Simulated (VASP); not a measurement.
# Cu (I4/mmm) in VASP: a series of runs, part 2 of 3

VASP 6.6.1. Earlier steps stand in the parts before.

### 3 Single point, PBE (biaxial strain in the a-b plane: +2.0 %)

Input file INCAR:

```
SYSTEM = Cu
PREC = Accurate
ENCUT = 820
EDIFF = 1E-6
ISMEAR = 0
SIGMA = 0.1
LREAL = .FALSE.
LASPH = .TRUE.
NELM = 120
ALGO = Normal
ISIF = 2
LWAVE = .FALSE.
LCHARG = .FALSE.
GGA = PE
NBANDS = 26
GGA_COMPAT = .FALSE.
```

Input file KPOINTS:

```
regular mesh
0
G
  14 14 16
  0 0 0
```

Input file POSCAR:

```
Cu
1.0
    3.0100830822      0.0000000000      0.0000000000
    0.0000000000      3.0100830822      0.0000000000
    0.0000000000      0.0000000000      2.7260014626
Cu
2
Direct
    0.0000000000      0.0000000000      0.0000000000
    0.5000000000      0.5000000000      0.5000000000
```

Potentials or basis: VASP PAW PBE potentials, release 64 (Cu_sv_GW).

Launch:

```bash
> cat potpaw_PBE.64/Cu_sv_GW/POTCAR > POTCAR
> mpirun -np 1 vasp_std > vasp.out
```

OUTCAR:

```text
SYSTEM = Cu
   PREC = Accurate
   ENCUT = 820
   EDIFF = 1E-6
   ISMEAR = 0
   LREAL = .FALSE.
   LASPH = .TRUE.
   NELM = 120
   ISIF = 2
   GGA = PE

 ion  position               nearest neighbor table
   1  0.000  0.000  0.000-   2 2.53   2 2.53   2 2.53   2 2.53   2 2.53   2 2.53   2 2.53   2 2.53

   2  0.500  0.500  0.500-   1 2.53   1 2.53   1 2.53   1 2.53   1 2.53   1 2.53   1 2.53   1 2.53

  LATTYP: Found a simple tetragonal cell.
 ALAT       =     3.0100830822
 C/A-ratio  =     0.9056233294

  Lattice vectors:

 A1 = (   3.0100830822,   0.0000000000,   0.0000000000)
 A2 = (   0.0000000000,   3.0100830822,   0.0000000000)
 A3 = (   0.0000000000,   0.0000000000,   2.7260014626)

Analysis of symmetry for initial positions (statically):
=====================================================================
 Subroutine PRICEL returns following result:

  LATTYP: Found a body centered tetragonal cell.
 ALAT       =     3.0100830822
 C/A-ratio  =     0.9056233294

  Lattice vectors:

 A1 = (  -1.5050415411,  -1.5050415411,  -1.3630007313)
 A2 = (   1.5050415411,   1.5050415411,  -1.3630007313)
 A3 = (   1.5050415411,  -1.5050415411,   1.3630007313)

   2 primitive cells build up your supercell.

 Routine SETGRP: Setting up the symmetry group for a
 simple tetragonal supercell.

 Subroutine GETGRP returns: Found 16 space group operations
 (whereof 16 operations were pure point group operations)
 out of a pool of 16 trial point group operations.

The static configuration has the point symmetry D_4h.

Analysis of symmetry for dynamics (positions and initial velocities):
=====================================================================
 Subroutine PRICEL returns following result:

  LATTYP: Found a body centered tetragonal cell.
 ALAT       =     3.0100830822
 C/A-ratio  =     0.9056233294

  Lattice vectors:

 A1 = (  -1.5050415411,  -1.5050415411,  -1.3630007313)
[... 125 lines left out ...]
   ISMEAR =     0;   SIGMA  =   0.10  broadening in eV -4-tet -1-fermi 0-gaus
   EFERMI_NEDOS =   21; number of points for ismear=-14 and -15
   IALGO  =     38    algorithm
   IMIX   =      4    mixing-type and parameters
     AMIX     =   0.40;   BMIX     =  1.00
     AMIX_MAG =   1.60;   BMIX_MAG =  1.00
  volume/ion in A,a.u.               =      12.35        83.34
  Fermi-wavevector in a.u.,A,eV,Ry     =   1.889912  3.571417 48.596867  3.571769
  Thomas-Fermi vector in A             =   2.931398
   LORBIT       =      0    0 simple, 1 ext, 2 COOP (PROOUT), +10 PAW based schemes
   GGA     = PE    functional components
   LHFCALC =     F    Hartree Fock is set to
   AEXX    =    0.0000 exact exchange contribution
   IVDW    =     0    specifies the selected vdW correction
   LEPSILON=     F    determine dielectric tensor
   LRPA    =     F    only Hartree local field effects (RPA)
 non-spin polarized calculation
 Gauss-broadening in eV      SIGMA  =   0.10
  energy-cutoff  :      820.00
  volume of cell :       24.70
 maximum number of plane-waves:      1348
   NGX = 15   NGY = 15   NGZ = 13

 number of electron      38.0000016 magnetization

 Free energy of the ion-electron system (eV)
  ---------------------------------------------------
  ext. energy  EPLUGINS =         0.00000000
  ---------------------------------------------------
  free energy    TOTEN  =        -7.51528727 eV

  energy without entropy =       -7.51192928  energy(sigma->0) =       -7.51360827

 E-fermi :   7.0743     XC(G=0): -13.0763

 val. band max:        7.0691869262   @ k =   0.4286   0.0714   0.2500
 cond. band min:       7.0830187408   @ k =   0.4286   0.0714   0.5000
 fundamental gap:      0.0138318145
 Fermi energy:         7.0743153548

 k-point     1 :       0.0000    0.0000    0.0000
  band No.  band energies     occupation
      1    -105.4333      2.00000
      2    -105.4115      2.00000
      3     -62.8270      2.00000
      4     -62.8270      2.00000
      5     -62.8220      2.00000
      6     -62.7642      2.00000
[... 685 lines left out ...]
     25      26.8240      0.00000
     26      26.9515      0.00000

 [... further k-points ...]

------------------------ aborting loop because EDIFF is reached ----------------------------------------

  FORCE on cell =-STRESS in cart. coord.  units (eV):
  Direction    XX          YY          ZZ          XY          YZ          ZX
  --------------------------------------------------------------------------------------
  -------------------------------------------------------------------------------------
  Total       -0.7999181     -0.7999181     -0.7960408      0.0000000      0.0000000      0.0000000
  in kB      -51.8887345    -51.8887345    -51.6372230      0.0000000      0.0000000      0.0000000
  external PRESSURE =     -51.8048973 kB  Pullay stress =       0.0000000 kB

 VOLUME and BASIS-vectors are now :
 -----------------------------------------------------------------------------
  energy-cutoff  :      820.00
  volume of cell :       24.70
      direct lattice vectors                 reciprocal lattice vectors
     3.010083082  0.000000000  0.000000000     0.332216744  0.000000000  0.000000000
     0.000000000  3.010083082  0.000000000     0.000000000  0.332216744  0.000000000
     0.000000000  0.000000000  2.726001463     0.000000000  0.000000000  0.366837661

 POSITION                                       TOTAL-FORCE (eV/Angst)
 -----------------------------------------------------------------------------------
      0.00000      0.00000      0.00000        -0.000000     -0.000000     -0.000000
      1.50504      1.50504      1.36300         0.000000      0.000000      0.000000
 -----------------------------------------------------------------------------------
    total drift:                                0.000000      0.000000      0.000000

  FREE ENERGIE OF THE ION-ELECTRON SYSTEM (eV)
  ---------------------------------------------------
  free  energy   TOTEN  =        -7.5152872667 eV

  energy  without entropy=       -7.5119292801  energy(sigma->0) =       -7.51360827
```

OSZICAR:

```text
N       E                     dE             d eps       ncg     rms          rms(c)
DAV:   1     0.825451825645E+03    0.82545E+03   -0.30144E+04 24752   0.642E+03
DAV:   2     0.722257851783E+02   -0.75323E+03   -0.72568E+03 26820   0.137E+03
DAV:   3    -0.581821010869E+01   -0.78044E+02   -0.75777E+02 30760   0.558E+02
DAV:   4    -0.901341740130E+01   -0.31952E+01   -0.31859E+01 29568   0.109E+02
DAV:   5    -0.913648357280E+01   -0.12307E+00   -0.12304E+00 28812   0.170E+01    0.113E+01
DAV:   6    -0.868589829513E+01    0.45059E+00   -0.16065E+01 23938   0.235E+02    0.790E+00
DAV:   7    -0.753963140692E+01    0.11463E+01   -0.51154E+00 24514   0.134E+02    0.222E+00
DAV:   8    -0.751643842897E+01    0.23193E-01   -0.79234E-02 30908   0.653E+00    0.423E-01
DAV:   9    -0.751563082608E+01    0.80760E-03   -0.10939E-02 26964   0.548E+00    0.165E-01
DAV:  10    -0.751528648455E+01    0.34434E-03   -0.11723E-03 30538   0.180E+00    0.635E-03
DAV:  11    -0.751528899154E+01   -0.25070E-05   -0.18065E-05 28148   0.175E-01    0.809E-03
DAV:  12    -0.751528748975E+01    0.15018E-05   -0.74736E-07 11080   0.661E-02    0.100E-03
DAV:  13    -0.751528726674E+01    0.22302E-06   -0.32465E-07 10958   0.215E-02
   1 F= -.75152873E+01 E0= -.75136083E+01  d E =-.335799E-02
```

stdout:

```text
POSCAR found type information on POSCAR Cu
 POSCAR found :  1 types and       2 ions
 scaLAPACK will be used
 LDA part: xc-table for (Slater+PW92), standard interpolation
 POSCAR, INCAR and KPOINTS ok, starting setup
 FFT: planning ... GRIDC
 FFT: planning ... GRID_SOFT
 FFT: planning ... GRID
 WAVECAR not read
 entering main loop
```

Wall time 6 min (1 thread of Intel Xeon Platinum 8259CL at 2.50GHz (Skylake/Cascade Lake), shared host); peak memory 0.48 GiB.

Results:

| Property | Result |
| --- | --- |
| Free energy | -7.5153 eV |
| Pressure | -5.2 GPa |
| Band gap on the k mesh | zero (bands 19 and 20 overlap by 7.38 eV) |

Caveat: the cell differs from its parent crystal (biaxial strain in the a-b plane: +2.0 %); the cell stands under tension.

### 4 Single point, PBE (biaxial strain in the a-b plane: +3.0 %)

Input file INCAR:

```
SYSTEM = Cu
ALGO = Normal
EDIFF = 1E-6
ENCUT = 820
GGA = PE
GGA_COMPAT = .FALSE.
ISIF = 2
ISMEAR = 0
LASPH = .TRUE.
LCHARG = .FALSE.
LREAL = .FALSE.
LWAVE = .FALSE.
NBANDS = 26
NELM = 120
PREC = Accurate
SIGMA = 0.1
```

Input file KPOINTS:

```
k-points
0
G
  14 14 16
  0 0 0
```

Input file POSCAR:

```
Cu
1.0
    3.0395937007      0.0000000000      0.0000000000
    0.0000000000      3.0395937007      0.0000000000
    0.0000000000      0.0000000000      2.7094467978
Cu
2
Direct
    0.0000000000      0.0000000000      0.0000000000
    0.5000000000      0.5000000000      0.5000000000
```

Potentials or basis: VASP PAW PBE potentials, release 64 (Cu_sv_GW).

Launch:

```bash
> cat potpaw_PBE.64/Cu_sv_GW/POTCAR > POTCAR
> mpirun -np 1 vasp_std > vasp.out
```

OUTCAR:

```text
SYSTEM = Cu
   EDIFF = 1E-6
   ENCUT = 820
   GGA = PE
   ISIF = 2
   ISMEAR = 0
   LASPH = .TRUE.
   LREAL = .FALSE.
   NELM = 120
   PREC = Accurate

 ion  position               nearest neighbor table
   1  0.000  0.000  0.000-   2 2.54   2 2.54   2 2.54   2 2.54   2 2.54   2 2.54   2 2.54   2 2.54

   2  0.500  0.500  0.500-   1 2.54   1 2.54   1 2.54   1 2.54   1 2.54   1 2.54   1 2.54   1 2.54

  LATTYP: Found a simple tetragonal cell.
 ALAT       =     3.0395937007
 C/A-ratio  =     0.8913845285

  Lattice vectors:

 A1 = (   3.0395937007,   0.0000000000,   0.0000000000)
 A2 = (   0.0000000000,   3.0395937007,   0.0000000000)
 A3 = (   0.0000000000,   0.0000000000,   2.7094467978)

Analysis of symmetry for initial positions (statically):
=====================================================================
 Subroutine PRICEL returns following result:

  LATTYP: Found a body centered tetragonal cell.
 ALAT       =     3.0395937007
 C/A-ratio  =     0.8913845285

  Lattice vectors:

 A1 = (  -1.5197968503,  -1.5197968504,  -1.3547233989)
 A2 = (   1.5197968503,   1.5197968504,  -1.3547233989)
 A3 = (   1.5197968503,  -1.5197968503,   1.3547233989)

   2 primitive cells build up your supercell.

 Routine SETGRP: Setting up the symmetry group for a
 simple tetragonal supercell.

 Subroutine GETGRP returns: Found 16 space group operations
 (whereof 16 operations were pure point group operations)
 out of a pool of 16 trial point group operations.

The static configuration has the point symmetry D_4h.

Analysis of symmetry for dynamics (positions and initial velocities):
=====================================================================
 Subroutine PRICEL returns following result:

  LATTYP: Found a body centered tetragonal cell.
 ALAT       =     3.0395937007
 C/A-ratio  =     0.8913845285

  Lattice vectors:

 A1 = (  -1.5197968503,  -1.5197968504,  -1.3547233989)
 A2 = (   1.5197968503,   1.5197968504,  -1.3547233989)
 A3 = (   1.5197968503,  -1.5197968503,   1.3547233989)

   2 primitive cells build up your supercell.

 Routine SETGRP: Setting up the symmetry group for a
 simple tetragonal supercell.

 Subroutine GETGRP returns: Found 16 space group operations
 (whereof 16 operations were pure point group operations)
 out of a pool of 16 trial point group operations.

The dynamic configuration has the point symmetry D_4h.

 Subroutine INISYM returns: Found 16 space group operations
 (whereof 16 operations are pure point group operations),
 and found     2 'primitive' translations

----------------------------------------------------------------------------------------

                                     Primitive cell

  volume of cell :      12.5165

  direct lattice vectors                    reciprocal lattice vectors
    -1.519796850 -1.519796850 -1.354723399     0.000000000 -0.328991338 -0.369079031
     1.519796850  1.519796850 -1.354723399     0.328991338  0.000000000 -0.369079031
     1.519796850 -1.519796850  1.354723399     0.328991338 -0.328991338  0.000000000

  length of vectors
     2.540637798  2.540637798  2.540637798     0.494423535  0.494423535  0.465264013

  position of ions in fractional coordinates (direct lattice)
     0.000000000  0.000000000  0.000000000

  ion indices of the primitive-cell ions
   primitive index   ion index
                 1           1

----------------------------------------------------------------------------------------

 KPOINTS: k-points

Automatic generation of k-mesh.
 Grid dimensions read from file:
 generate k-points for:   14   14   16

 Generating k-lattice:

  Cartesian coordinates                     Fractional coordinates (reciprocal lattice)
     0.023499381  0.000000000  0.000000000     0.071428571  0.000000000  0.000000000
     0.000000000  0.023499381  0.000000000     0.000000000  0.071428571  0.000000000
     0.000000000  0.000000000  0.023067439     0.000000000  0.000000000  0.062500000

  Length of vectors
     0.023499381  0.023499381  0.023067439

  Shift w.r.t. Gamma in fractional coordinates (k-lattice)
     0.000000000  0.000000000  0.000000000

 Subroutine IBZKPT returns following result:
 ===========================================

 Found    324 irreducible k-points:

 Following reciprocal coordinates:
            Coordinates               Weight
  0.000000  0.000000  0.000000      1.000000
  0.071429  0.000000  0.000000      4.000000
  0.142857  0.000000  0.000000      4.000000
  0.214286  0.000000  0.000000      4.000000
  0.285714  0.000000  0.000000      4.000000
  0.357143  0.000000  0.000000      4.000000
[... 16 lines left out ...]
  0.285714  0.214286  0.000000      8.000000
  0.357143  0.214286  0.000000      8.000000
 [... further k-points ...]
   k-points           NKPTS =    324   k-points in BZ     NKDIM =    324   number of bands    NBANDS=     26
   number of dos      NEDOS =    301   number of ions     NIONS =      2
   total plane-waves  NPLWV =  21952
   dimension x,y,z NGX =    28 NGY =   28 NGZ =   28
   dimension x,y,z NGXF=    56 NGYF=   56 NGZF=   56
   ions per type =               2
   NGX,Y,Z   is equivalent  to a cutoff of  15.31, 15.31, 17.18 a.u.
   NGXF,Y,Z  is equivalent  to a cutoff of  30.63, 30.63, 34.36 a.u.
 SYSTEM =  Cu
   PREC   = accura    normal or accurate (medium, high low for compatibility)
   ISTART =      0    job   : 0-new  1-cont  2-samecut
   ICHARG =      2    charge: 1-file 2-atom 10-const
   ISPIN  =      1    spin polarized calculation?
   LNONCOLLINEAR =      F non collinear calculations
   LSORBIT =      F    spin-orbit coupling
   LASPH  =      T    aspherical Exc in radial PAW
   ENCUT  =  820.0 eV  60.27 Ry    7.76 a.u.   7.10  7.10  6.33*2*pi/ulx,y,z
   NELM   =    120;   NELMIN=  2; NELMDL= -5     # of ELM steps
   EDIFF  = 0.1E-05   stopping-criterion for ELM
   LREAL  =      F    real-space projection
[... 7 lines left out ...]
   TEBEG  =    0.0;   TEEND  =   0.0 temperature during run
   PSTRESS=    0.0 pullay stress
   NELECT =      38.0000    total number of electrons
   NUPDOWN=      -1.0000    fix difference up-down
   EMIN   =  10.00;   EMAX   =-10.00  energy-range for DOS
   EFERMI =   0.00;   METHOD = LEGACY
   ISMEAR =     0;   SIGMA  =   0.10  broadening in eV -4-tet -1-fermi 0-gaus
   EFERMI_NEDOS =   21; number of points for ismear=-14 and -15
   IALGO  =     38    algorithm
   IMIX   =      4    mixing-type and parameters
     AMIX     =   0.40;   BMIX     =  1.00
     AMIX_MAG =   1.60;   BMIX_MAG =  1.00
  volume/ion in A,a.u.               =      12.52        84.47
  Fermi-wavevector in a.u.,A,eV,Ry     =   1.881476  3.555475 48.163995  3.539954
  Thomas-Fermi vector in A             =   2.924848
   LORBIT       =      0    0 simple, 1 ext, 2 COOP (PROOUT), +10 PAW based schemes
   GGA     = PE    functional components
   LHFCALC =     F    Hartree Fock is set to
   AEXX    =    0.0000 exact exchange contribution
   IVDW    =     0    specifies the selected vdW correction
   LEPSILON=     F    determine dielectric tensor
   LRPA    =     F    only Hartree local field effects (RPA)
 non-spin polarized calculation
 Gauss-broadening in eV      SIGMA  =   0.10
  energy-cutoff  :      820.00
  volume of cell :       25.03
 maximum number of plane-waves:      1354
   NGX = 15   NGY = 15   NGZ = 13

 number of electron      38.0000035 magnetization

 Free energy of the ion-electron system (eV)
  ---------------------------------------------------
  ext. energy  EPLUGINS =         0.00000000
  ---------------------------------------------------
  free energy    TOTEN  =        -7.50596682 eV

  energy without entropy =       -7.50309372  energy(sigma->0) =       -7.50453027

 E-fermi :   6.9134     XC(G=0): -12.9914

 val. band max:        6.8917042645   @ k =   0.4286   0.0714   0.2500
 cond. band min:       6.9216075421   @ k =   0.5000   0.0714   0.4375
 fundamental gap:      0.0299032776
 Fermi energy:         6.9133983525

 k-point     1 :       0.0000    0.0000    0.0000
  band No.  band energies     occupation
      1    -105.5594      2.00000
      2    -105.5391      2.00000
      3     -62.9522      2.00000
      4     -62.9522      2.00000
      5     -62.9463      2.00000
      6     -62.8934      2.00000
[... 18 lines left out ...]
     25      23.6931      0.00000
     26      29.7351      0.00000
[... 644 lines left out ...]
      4     -62.9340      2.00000
      5     -62.9281      2.00000
      6     -62.9101      2.00000
[... 18 lines left out ...]
     25      26.2417      0.00000
     26      27.0038      0.00000

 [... further k-points ...]

------------------------ aborting loop because EDIFF is reached ----------------------------------------

  FORCE on cell =-STRESS in cart. coord.  units (eV):
  Direction    XX          YY          ZZ          XY          YZ          ZX
  --------------------------------------------------------------------------------------
  -------------------------------------------------------------------------------------
  Total       -1.0502166     -1.0502166     -0.9816175      0.0000000      0.0000000     -0.0000000
  in kB      -67.2167905    -67.2167905    -62.8262582      0.0000000      0.0000000     -0.0000000
  external PRESSURE =     -65.7532798 kB  Pullay stress =       0.0000000 kB

 VOLUME and BASIS-vectors are now :
 -----------------------------------------------------------------------------
  energy-cutoff  :      820.00
  volume of cell :       25.03
      direct lattice vectors                 reciprocal lattice vectors
     3.039593701  0.000000000  0.000000000     0.328991338  0.000000000  0.000000000
     0.000000000  3.039593701  0.000000000     0.000000000  0.328991338  0.000000000
     0.000000000  0.000000000  2.709446798     0.000000000  0.000000000  0.369079031

 POSITION                                       TOTAL-FORCE (eV/Angst)
 -----------------------------------------------------------------------------------
      0.00000      0.00000      0.00000         0.000000      0.000000     -0.000000
      1.51980      1.51980      1.35472        -0.000000     -0.000000      0.000000
 -----------------------------------------------------------------------------------
    total drift:                                0.000000      0.000000      0.000000

  FREE ENERGIE OF THE ION-ELECTRON SYSTEM (eV)
  ---------------------------------------------------
  free  energy   TOTEN  =        -7.5059668155 eV

  energy  without entropy=       -7.5030937248  energy(sigma->0) =       -7.50453027
```

Run time: 5.4 min. Hardware: 1 thread of Intel Xeon Platinum 8375C at 2.90GHz (Ice Lake), shared host; peak memory 0.48 GiB.

What came out:

| Item | Value |
| --- | --- |
| Free energy | -7.5060 eV |
| Pressure | -6.6 GPa |
| Band gap on the k mesh | zero (bands 19 and 20 overlap by 7.29 eV) |

Levels at points of the mesh, in eV from the Fermi level:
```csv
k point,band 16,band 17,band 18,band 19,band 20,band 21,band 22,band 23
"(0.00, 0.00, 0.00)",-1.81,-1.50,-1.50,-1.39,6.55,6.55,10.86,12.11
"(0.50, 0.00, 0.00)",-2.40,-2.12,-2.12,-1.53,-1.53,12.35,12.35,14.62
"(0.50, 0.50, 0.00)",-2.00,-1.36,-1.36,-1.02,-1.02,3.26,3.26,19.12
"(0.00, 0.00, 0.50)",-2.81,-2.26,-2.26,-0.68,-0.68,13.56,13.56,13.56
"(0.50, 0.00, 0.50)",-1.66,-1.32,-1.32,-0.18,-0.18,4.49,4.49,15.85
"(0.50, 0.50, 0.50)",-1.95,-1.77,-1.77,5.76,5.76,6.55,6.55,6.55
```

Caveat: the cell differs from its parent crystal (biaxial strain in the a-b plane: +3.0 %); the cell stands under tension.

(Continued in part 3 of 3.)

The gap in the log of VASP goes by the Fermi energy; the results here count the filled bands.